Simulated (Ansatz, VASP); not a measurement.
# Two plane-wave programs on Ag

The input INCAR:

```
PREC = Accurate
ENCUT = 520
EDIFF = 1E-6
ISMEAR = 0
SIGMA = 0.1
LREAL = F
LASPH = T
NELM = 100
ALGO = Normal
ISIF = 2
LWAVE = F
LCHARG = F
GGA = PE
NBANDS = 18
```

KPOINTS

```
Automatic mesh
0
Gamma
  6 6 4
```

The input POSCAR:

```
Ag
1.0
    1.6695134500     -2.2763818600      0.0000000000
    1.6695134500      2.2763818600      0.0000000000
    0.0000000000      0.0000000000      4.7738288100
Ag
2
Direct
    0.8268755000      0.1731245000      0.7500000000
    0.1731245000      0.8268755000      0.2500000000
```

Input for Ansatz:

```yaml
crystal:
  lattice:
    - [1.66951345, -2.27638186, 0.0]
    - [1.66951345, 2.27638186, 0.0]
    - [0.0, 0.0, 4.77382881]
  atoms:
    - { symbol: Ag, position: [0.8268755, 0.1731245, 0.75] }
    - { symbol: Ag, position: [0.1731245, 0.8268755, 0.25] }
basis:
  ecutwfc: 420
kpoints:
  mp_grid: { grid: [6, 6, 4] }
hamiltonian:
  xc: pbe
scf:
  occupations: { method: gaussian, width: 0.1 }
  lower_state_search: "off"
output:
  forces: true
  stress: true
  eigenvalues: true
```

Alike in both runs: task single point; functional PBE; k mesh 6 × 6 × 4; occupations gaussian, width 0.1 eV; no spin polarisation.

```csv
,VASP,Ansatz
version,VASP 6.6.1,Ansatz 0.2.0
potentials or method,"VASP PAW PBE potentials, release 64 (Ag), cutoff 520 eV","scalar-relativistic, plane waves, PAW"
valence electrons in the cell,22,38
```

|  | VASP | Ansatz | Ansatz less VASP |
| --- | --- | --- | --- |
| gap on the k mesh at the Fermi level (eV) | none | none | - |
| pressure (GPa) | 0.3 | 0.4 | +0.12 |
| traceless stress, the component that is largest in VASP (GPa) | 2.43 | 2.45 | +0.019 |
| rms of the force components (eV/Å) | 0.101 | 0.101 | +0.0007 |

Atom by atom the forces differ by 0.001 eV/Å (rms over components). A gap of «none» marks a metal or a gap that the smearing closes. With one functional, cell and mesh, what is left measures potentials, basis and numerics. VASP's potentials hold 22 valence electrons a cell and Ansatz's 38, so a difference there can come from the potentials and not from the codes.

The k mesh is coarse, so the values compare programs but aren't converged.
